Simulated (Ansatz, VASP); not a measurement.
## One calculation of InP, two programs

File INCAR:

```
PREC     = Accurate       # precision mode
ENCUT    = 500            # plane-wave cutoff, eV
EDIFF    = 1E-7           # SCF threshold, eV
ISMEAR   = 0              # smearing method
SIGMA    = 0.1            # smearing width, eV
LREAL    = False          # projectors in reciprocal space
LASPH    = True           # aspherical terms in the spheres
NELM     = 120            # most SCF steps
ALGO     = Normal         # electronic algorithm
ISIF     = 3              # what is computed and relaxed
LWAVE    = False          # write WAVECAR
LCHARG   = False          # write CHGCAR
GGA      = CA             # functional
IBRION   = 2              # ionic algorithm
NSW      = 100            # ionic steps
EDIFFG   = -0.05          # ionic threshold
GGA_COMPAT= False        
NELMIN   = 4
```

Contents of KPOINTS:

```
regular mesh
0
Gamma
  6 6 6
```

POSCAR

```
InP
1.0
    0.0000000000      2.8550000000      2.8550000000
    2.8550000000      0.0000000000      2.8550000000
    2.8550000000      2.8550000000      0.0000000000
In P
1 1
Direct
    0.0000000000      0.0000000000      0.0000000000
    0.5000000000      0.5000000000      0.5000000000
```

Input for Ansatz:

```yaml
crystal:
  lattice:
    - [0.0, 2.855, 2.855]
    - [2.855, 0.0, 2.855]
    - [2.855, 2.855, 0.0]
  atoms:
    - { symbol: In, position: [0.0, 0.0, 0.0] }
    - { symbol: P, position: [0.5, 0.5, 0.5] }
basis:
  ecutwfc: 420
kpoints:
  mp_grid: { grid: [6, 6, 6] }
hamiltonian:
  xc: lda
  pseudopotentials: { kind: paw }
scf:
  occupations: { method: gaussian, width: 0.1 }
output:
  forces: true
  stress: true
  eigenvalues: true
relax:
  adjacent_minimum: "off"
  f_tol: 0.05
  max_steps: 80
  cell: { stress_tol: 0.5 }
```

Alike in both runs: task relaxation of cell and atoms; functional LDA; k mesh 6 × 6 × 6; occupations gaussian, width 0.1 eV; no spin polarisation.

|  | VASP | Ansatz |
| --- | --- | --- |
| version | VASP 6.6.1 | Ansatz 0.2.0 |
| potentials or method | VASP PAW LDA potentials, release 64 (In_d, P), cutoff 500 eV | scalar-relativistic, plane waves, PAW |
| valence electrons in the cell | 18 | 18 |

```tsv
	VASP	Ansatz	Ansatz less VASP
gap on the k mesh at the Fermi level, each at its own relaxed structure (eV)	none	none	-
relaxed volume (Å³/atom)	19.92	19.85	-0.069
relaxed cell length with the largest relative difference (Å)	3.833	3.829	-0.0044
```

LDA's correlation is that of Perdew and Zunger in VASP and of Perdew and Wang (1992) in Ansatz. A gap of «none» marks a metal or a gap that the smearing closes.
